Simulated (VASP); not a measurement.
# Si2C (F-43m) in VASP: a series of runs, part 2 of 2

VASP 6.6.1. The steps go on from the part before.

### Step 4. Relaxation of cell and atoms, PBE

Contents of INCAR:

```
SYSTEM = Si2C
  PREC = Accurate
  ENCUT = 600
  EDIFF = 1E-7
  ISMEAR = 0
  SIGMA = 0.1
  LREAL = .False.
  LASPH = .True.
  NELM = 80
  ALGO = Normal
  ISIF = 3
  LWAVE = .False.
  LCHARG = .False.
  GGA = PE
  IBRION = 2
  NSW = 90
  EDIFFG = -0.04
```

Contents of KPOINTS:

```
regular mesh
0
Gamma
  4 4 4
  0 0 0
```

Contents of POSCAR:

```
Si2C
1.0
    0.0000000000      3.4908411300      3.4908411300
    3.4908411300      0.0000000000      3.4908411300
    3.4908411300      3.4908411300      0.0000000000
Si C
4 2
Direct
    0.3797322700      0.3797322700      0.3797322700
    0.3797322700      0.3797322700      0.8608031800
    0.3797322700      0.8608031800      0.3797322700
    0.8608031800      0.3797322700      0.3797322700
    0.0000000000      0.0000000000      0.0000000000
    0.2500000000      0.2500000000      0.2500000000
```

Potentials or basis: VASP PAW PBE potentials, release 64 (Si, C).

Run with:

```sh
$ cat potpaw_PBE.64/Si/POTCAR potpaw_PBE.64/C/POTCAR > POTCAR
$ mpirun -np 1 vasp_std > vasp.out
```

OUTCAR:

```text
SYSTEM = Si2C
   PREC = Accurate
   ENCUT = 600
   EDIFF = 1E-7
   ISMEAR = 0
   LREAL = .False.
   LASPH = .True.
   NELM = 80
   ISIF = 3
   GGA = PE
   IBRION = 2
   NSW = 90
   EDIFFG = -0.04

 ion  position               nearest neighbor table
   1  0.380  0.380  0.380-   6 1.57   3 2.37   4 2.37   2 2.37   2 2.56   3 2.56   4 2.56
   2  0.380  0.380  0.861-   6 1.57   3 2.37   4 2.37   1 2.37   1 2.56   3 2.56   4 2.56
   3  0.380  0.861  0.380-   6 1.57   2 2.37   4 2.37   1 2.37   1 2.56   2 2.56   4 2.56
   4  0.861  0.380  0.380-   6 1.57   2 2.37   3 2.37   1 2.37   2 2.56   3 2.56   1 2.56
   5  0.000  0.000  0.000-
   6  0.250  0.250  0.250-   1 1.57   3 1.57   4 1.57   2 1.57

  LATTYP: Found a face centered cubic cell.
 ALAT       =     6.9816822600

  Lattice vectors:

 A1 = (   0.0000000000,   3.4908411300,   3.4908411300)
 A2 = (   3.4908411300,   0.0000000000,   3.4908411300)
 A3 = (   3.4908411300,   3.4908411300,   0.0000000000)

Analysis of symmetry for initial positions (statically):
=====================================================================
 Subroutine PRICEL returns:
 Original cell was already a primitive cell.

 Routine SETGRP: Setting up the symmetry group for a
 face centered cubic supercell.

 Subroutine GETGRP returns: Found 24 space group operations
 (whereof 24 operations were pure point group operations)
 out of a pool of 48 trial point group operations.

The static configuration has the point symmetry T_d .

Analysis of symmetry for dynamics (positions and initial velocities):
=====================================================================
 Subroutine PRICEL returns:
 Original cell was already a primitive cell.

 Routine SETGRP: Setting up the symmetry group for a
 face centered cubic supercell.

 Subroutine GETGRP returns: Found 24 space group operations
 (whereof 24 operations were pure point group operations)
 out of a pool of 48 trial point group operations.

The dynamic configuration has the point symmetry T_d .

 Subroutine INISYM returns: Found 24 space group operations
 (whereof 24 operations are pure point group operations),
 and found     1 'primitive' translations

----------------------------------------------------------------------------------------

                                     Primitive cell

  volume of cell :      85.0786

  direct lattice vectors                    reciprocal lattice vectors
     0.000000000  3.490841130  3.490841130    -0.143231955  0.143231955  0.143231955
     3.490841130  0.000000000  3.490841130     0.143231955 -0.143231955  0.143231955
     3.490841130  3.490841130  0.000000000     0.143231955  0.143231955 -0.143231955

  length of vectors
     4.936794870  4.936794870  4.936794870     0.248085024  0.248085024  0.248085024

  position of ions in fractional coordinates (direct lattice)
     0.379732270  0.379732270  0.379732270
     0.379732270  0.379732270  0.860803180
     0.379732270  0.860803180  0.379732270
     0.860803180  0.379732270  0.379732270
     0.000000000  0.000000000  0.000000000
     0.250000000  0.250000000  0.250000000

  ion indices of the primitive-cell ions
   primitive index   ion index
                 1           1
                 2           2
                 3           3
                 4           4
                 5           5
                 6           6

----------------------------------------------------------------------------------------

 KPOINTS: regular mesh

Automatic generation of k-mesh.
 Grid dimensions read from file:
 generate k-points for:    4    4    4

 Generating k-lattice:

  Cartesian coordinates                     Fractional coordinates (reciprocal lattice)
    -0.035807989  0.035807989  0.035807989     0.250000000  0.000000000  0.000000000
     0.035807989 -0.035807989  0.035807989     0.000000000  0.250000000  0.000000000
     0.035807989  0.035807989 -0.035807989     0.000000000  0.000000000  0.250000000

  Length of vectors
     0.062021256  0.062021256  0.062021256

  Shift w.r.t. Gamma in fractional coordinates (k-lattice)
     0.000000000  0.000000000  0.000000000

 Subroutine IBZKPT returns following result:
 ===========================================

 Found      8 irreducible k-points:

 Following reciprocal coordinates:
            Coordinates               Weight
  0.000000  0.000000  0.000000      1.000000
  0.250000  0.000000  0.000000      8.000000
  0.500000  0.000000  0.000000      4.000000
  0.250000  0.250000  0.000000      6.000000
  0.500000  0.250000  0.000000     24.000000
 -0.250000  0.250000  0.000000     12.000000
  0.500000  0.500000  0.000000      3.000000
 -0.250000  0.500000  0.250000      6.000000
   k-points           NKPTS =      8   k-points in BZ     NKDIM =      8   number of bands    NBANDS=     16
   number of dos      NEDOS =    301   number of ions     NIONS =      6
   total plane-waves  NPLWV =  64000
   dimension x,y,z NGX =    40 NGY =   40 NGZ =   40
   dimension x,y,z NGXF=    80 NGYF=   80 NGZF=   80
   ions per type =               4   2
   NGX,Y,Z   is equivalent  to a cutoff of  13.47, 13.47, 13.47 a.u.
   NGXF,Y,Z  is equivalent  to a cutoff of  26.94, 26.94, 26.94 a.u.
 SYSTEM =  Si2C
   PREC   = accura    normal or accurate (medium, high low for compatibility)
   ISTART =      0    job   : 0-new  1-cont  2-samecut
   ICHARG =      2    charge: 1-file 2-atom 10-const
   ISPIN  =      1    spin polarized calculation?
   LNONCOLLINEAR =      F non collinear calculations
   LSORBIT =      F    spin-orbit coupling
   LASPH  =      T    aspherical Exc in radial PAW
   ENCUT  =  600.0 eV  44.10 Ry    6.64 a.u.   9.86  9.86  9.86*2*pi/ulx,y,z
   NELM   =     80;   NELMIN=  2; NELMDL= -5     # of ELM steps
   EDIFF  = 0.1E-06   stopping-criterion for ELM
   LREAL  =      F    real-space projection
   EDIFFG = -.4E-01   stopping-criterion for IOM
   NSW    =     90    number of steps for IOM
   IBRION =      2    ionic relax: 0-MD 1-quasi-New 2-CG
   NFREE  =      1    steps in history (QN), initial steepest desc. (CG)
   ISIF   =      3    stress and relaxation
   ISYM   =      2    0-nonsym 1-usesym 2-fastsym
   POTIM  = 0.5000    time-step for ionic-motion
   TEBEG  =    0.0;   TEEND  =   0.0 temperature during run
   PSTRESS=    0.0 pullay stress
   NELECT =      24.0000    total number of electrons
   NUPDOWN=      -1.0000    fix difference up-down
   EMIN   =  10.00;   EMAX   =-10.00  energy-range for DOS
   EFERMI =   0.00;   METHOD = LEGACY
   ISMEAR =     0;   SIGMA  =   0.10  broadening in eV -4-tet -1-fermi 0-gaus
   EFERMI_NEDOS =   21; number of points for ismear=-14 and -15
   IALGO  =     38    algorithm
   IMIX   =      4    mixing-type and parameters
     AMIX     =   0.40;   BMIX     =  1.00
     AMIX_MAG =   1.60;   BMIX_MAG =  1.00
  volume/ion in A,a.u.               =      14.18        95.69
  Fermi-wavevector in a.u.,A,eV,Ry     =   1.073672  2.028947 15.684424  1.152773
  Thomas-Fermi vector in A             =   2.209479
   LORBIT       =      0    0 simple, 1 ext, 2 COOP (PROOUT), +10 PAW based schemes
   GGA     = PE    functional components
   LHFCALC =     F    Hartree Fock is set to
   AEXX    =    0.0000 exact exchange contribution
   IVDW    =     0    specifies the selected vdW correction
   LEPSILON=     F    determine dielectric tensor
   LRPA    =     F    only Hartree local field effects (RPA)
 conjugate gradient relaxation of ions
 non-spin polarized calculation
 Gauss-broadening in eV      SIGMA  =   0.10
  energy-cutoff  :      600.00
  volume of cell :       85.08
 maximum number of plane-waves:      2874
   NGX = 19   NGY = 19   NGZ = 19

--------------------------------------- Ionic step        1  -------------------------------------------

 number of electron      23.9999999 magnetization

 Free energy of the ion-electron system (eV)
  ---------------------------------------------------
  ext. energy  EPLUGINS =         0.00000000
  ---------------------------------------------------
  free energy    TOTEN  =       -25.49250887 eV

  energy without entropy =      -25.46676651  energy(sigma->0) =      -25.47963769

 E-fermi :   7.6299     XC(G=0): -10.1951

 val. band max:        7.6156586720   @ k =   0.2500   0.2500   0.0000
 cond. band min:       7.6650465656   @ k =  -0.2500   0.2500   0.0000
 fundamental gap:      0.0493878935
 Fermi energy:         7.6299462479
[... 422 lines left out ...]
  FREE ENERGIE OF THE ION-ELECTRON SYSTEM (eV)
  ---------------------------------------------------
  free  energy   TOTEN  =       -28.9435765453 eV

  energy  without entropy=      -28.9124367049  energy(sigma->0) =      -28.92800663

[... ionic steps 4 to 8 ...]

--------------------------------------- Ionic step        9  -------------------------------------------

 number of electron      23.9999999 magnetization

------------------------ aborting loop because EDIFF is reached ----------------------------------------
[... 75 lines left out ...]
--------------------------------------- Ionic step       11  -------------------------------------------

 number of electron      23.9999999 magnetization

 Free energy of the ion-electron system (eV)
  ---------------------------------------------------
  ext. energy  EPLUGINS =         0.00000000
  ---------------------------------------------------
  free energy    TOTEN  =       -29.95492786 eV

  energy without entropy =      -29.92963388  energy(sigma->0) =      -29.94228087

 E-fermi :   5.2268     XC(G=0):  -9.2704

 val. band max:        5.2113273263   @ k =  -0.2500   0.2500   0.0000
 cond. band min:       5.2277576782   @ k =   0.2500   0.2500   0.0000
 fundamental gap:      0.0164303519
 Fermi energy:         5.2267545087
[... 183 lines left out ...]
  FREE ENERGIE OF THE ION-ELECTRON SYSTEM (eV)
  ---------------------------------------------------
  free  energy   TOTEN  =       -29.9549278647 eV

  energy  without entropy=      -29.9296338781  energy(sigma->0) =      -29.94228087

 reached required accuracy - stopping structural energy minimisation
```

It took 4.5 min on 1 thread of Intel Xeon 8259CL, shared host; peak memory 0.24 GiB.

Results:

```
Free energy                           : -29.9549 eV
Relaxed volume                        : 17.77 Å³/atom
Relaxed cell                          : a = 5.322 Å, b = 5.322 Å, c = 5.322 Å, α = 60.00°, β = 60.00°, γ = 60.00°
Space group after relaxing (to 0.1 Å) : F-43m (No. 216)
Pressure after relaxing               : 0.0 GPa
Largest force after relaxing          : 0.006 eV/Å
Band gap on the k mesh                : zero (bands 12 and 13 overlap by 0.23 eV)
```

Forces on the atoms (eV/Å):
```
Si  -0.003 -0.003 -0.003
Si   0.003  0.003 -0.003
Si   0.003 -0.003  0.003
Si  -0.003  0.003  0.003
C    0.000  0.000  0.000
C    0.000  0.000  0.000
```

Final structure:
```
Si C
1.0
     0.00000    3.76327    3.76327
     3.76327    0.00000    3.76327
     3.76327    3.76327    0.00000
Si C
4 2
Cartesian
  2.9408 2.9408 2.9408
  4.5858 4.5858 2.9408
  4.5858 2.9408 4.5858
  2.9408 4.5858 4.5858
  0.0000 0.0000 0.0000
  1.8816 1.8816 1.8816
```

Caveat: the k points lie up to 0.36 Å⁻¹ apart in the final cell; the volume moved by over 15 % at a fixed basis, so the end points are rough; semilocal functionals underestimate gaps, so a narrow gap can read as zero.

### Step 5. Single point, PBE, collinear spin

Contents of INCAR:

```
ALGO = Normal
EDIFF = 1E-6
ENCUT = 520
GGA = PE
ISIF = 2
ISMEAR = 0
ISPIN = 2
LASPH = True
LCHARG = False
LORBIT = 11
LREAL = False
LWAVE = False
MAGMOM = 0 0 0 0 1 1
NBANDS = 25
NELM = 150
PREC = Accurate
SIGMA = 0.1
```

Contents of KPOINTS:

```
k-points
0
Gamma
  4 4 4
```

POSCAR is that of step 4.

Run with:

```sh
$ cat potpaw_PBE.64/Si/POTCAR potpaw_PBE.64/C/POTCAR > POTCAR
$ mpirun -np 1 vasp_std > vasp.out
```

Run time: 95 s. Hardware: 1 thread of Intel Xeon 8259CL, shared host; peak memory 0.27 GiB.

The run converged. Its results:

```
Free energy                                           : -25.4878 eV
Pressure                                              : 37.1 GPa
Largest force                                         : 10.863 eV/Å
Net moment                                            : 0.42 μB per cell
Site moments                                          : Si +0.00; C +0.20, +0.01 μB
Valence electrons inside the program's atomic spheres : Si 1.75; C 2.06, 3.20
```

Forces on the atoms (eV/Å):
```
Si   6.272  6.272  6.272
Si  -6.272 -6.272  6.272
Si  -6.272  6.272 -6.272
Si   6.272 -6.272 -6.272
C    0.000  0.000  0.000
C    0.000  0.000  0.000
```

Levels at points of the mesh, in eV from the Fermi level:
Spin up:
| k point | band 8 | band 9 | band 10 | band 11 | band 12 | band 13 | band 14 | band 15 | band 16 | band 17 |
| --- | --- | --- | --- | --- | --- | --- | --- | --- | --- | --- |
| (0.00, 0.00, 0.00) | -5.40 | -5.40 | -2.10 | -2.10 | -0.65 | -0.65 | -0.65 | 0.86 | 2.53 | 2.53 |
| (0.50, 0.00, 0.00) | -4.96 | -3.95 | -2.44 | -2.44 | -1.99 | 0.46 | 0.46 | 2.62 | 3.24 | 3.24 |
| (0.50, 0.50, 0.00) | -4.00 | -4.00 | -0.77 | -0.42 | -0.42 | 0.40 | 0.46 | 0.61 | 0.61 | 3.09 |
Spin down:
```
           k point  band 10  band 11  band 12  band 13  band 14  band 15
(0.00, 0.00, 0.00)    -2.11    -2.11    -0.36    -0.36    -0.36     0.93
(0.50, 0.00, 0.00)    -2.29    -2.29    -1.77     0.50     0.50     2.75
(0.50, 0.50, 0.00)    -0.74    -0.11    -0.11     0.38     0.54     0.60
```

Caveat: the k points lie up to 0.39 Å⁻¹ apart; forces of over 1 eV/Å act on the atoms, so gaps and moduli don't describe the material at rest.

### Step 6. The runs side by side

```tsv
task	spin	cell	cutoff (eV)	gap on the mesh (eV)	pressure (GPa)	largest force (eV/Å)
single point	off	a = 4.937 Å, angles 60.0°, 6 atoms, atomic positions A	520	none	37.0	10.89
single point	off	a = 5.324 Å, angles 60.0°, 6 atoms, atomic positions B	520	none	-0.1	0.03
relaxation of cell and atoms	off	relaxed from a = 4.937 Å, angles 60.0°, 6 atoms, atomic positions A	600	none	0.0	0.01
single point	collinear	a = 4.937 Å, angles 60.0°, 6 atoms, atomic positions A	520	none	37.1	10.86
```

Alike in all rows: level PBE; potentials or basis VASP PAW PBE potentials, release 64 (Si, C); k mesh 4 × 4 × 4; smearing gaussian 0.1 eV.

Caveats: all runs use coarse meshes; semilocal functionals underestimate gaps, so a narrow gap can read as zero (at least some runs); forces of over 1 eV/Å act on the atoms, so gaps and moduli don't describe the material at rest (at least some runs); the volume moved by over 15 % at a fixed basis, so the end points are rough (at least some runs).

Absolute energies hang on the potentials; compare differences alone.
